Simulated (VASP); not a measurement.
Wanted: the native input for a VASP 6.6.1 run.

| Property | Result |
| --- | --- |
| Task | single point |
| Functional | PBE |
| Potentials or basis | VASP PAW PBE potentials, release 64 (Si, Ti_sv) |
| Cutoff | 400 eV |
| k mesh | 2 × 2 × 2 |
| Occupations | fermi-dirac, width 0.05 eV |
| Spin | no spin polarisation |
| Dipole correction | no |
| Further INCAR settings | ALGO = Normal; EDIFF = 1e-06; NBANDS = 52 |

The structure of TiSi16 (a cell with a defect) lies in POSCAR:

```
TiSi16
1.0
    0.0000000000      5.4300000000      5.4300000000
    5.4300000000      0.0000000000      5.4300000000
    5.4300000000      5.4300000000      0.0000000000
Si Ti
16 1
Direct
    0.0304972376     -0.0256169429     -0.0053775322
    0.0951841621      0.1661970534      0.0993093923
   -0.0443370166      0.0454604052      0.4972283610
    0.1435635359      0.0868232044      0.6218876611
   -0.0177440147      0.5383701657     -0.0046869245
    0.1722559853      0.5794014733      0.1485174954
    0.0513812155      0.4587476980      0.5525598527
    0.1000644567      0.6664732965      0.6370441989
    0.4699447514      0.0474953959     -0.0203130755
    0.6446869245      0.1325506446      0.0896408840
    0.5108011050     -0.0190883978      0.5080570902
    0.5924401473      0.1800460405      0.6089779006
    0.5601841621      0.4790607735     -0.0055432781
    0.5886279926      0.6732872928      0.1292357274
    0.4765653775      0.5441160221      0.5001749540
    0.7002209945      0.5109760589      0.6560220994
    0.7444751381      0.7510497238      0.2760957643
```

These files were run (other wordings do the same):

INCAR

```
PREC = Accurate ; ENCUT = 400
EDIFF = 1E-6 ; ISMEAR = -1
SIGMA = 0.05 ; LREAL = F
LASPH = T ; NELM = 120
ALGO = Normal ; ISIF = 2
LWAVE = F ; LCHARG = T
GGA = PE ; LELF = T
LVHAR = T ; NBANDS = 52
GGA_COMPAT = F
```

KPOINTS

```
Automatic mesh
0
Gamma
  2 2 2
```

Potentials or basis: VASP PAW PBE potentials, release 64 (Si, Ti_sv).

Command:

```console
$ cat potpaw_PBE.64/Si/POTCAR potpaw_PBE.64/Ti_sv/POTCAR > POTCAR
$ mpirun -np 1 vasp_std > vasp.out
```

It gave:

```yaml
Pressure: 3.9 GPa
Largest_force: 2.356 eV/Å
Band_gap_on_the_k_mesh: zero (band 38 reaches 6.91 eV, above the bottom of band 39 at 6.52 eV)
```

Caveat: the k points lie up to 0.50 Å⁻¹ apart.

Wall time 79 s on 1 thread of Intel(R) Xeon(R) 6975P-C (Granite Rapids) (shared host), peak memory 0.37 GiB.
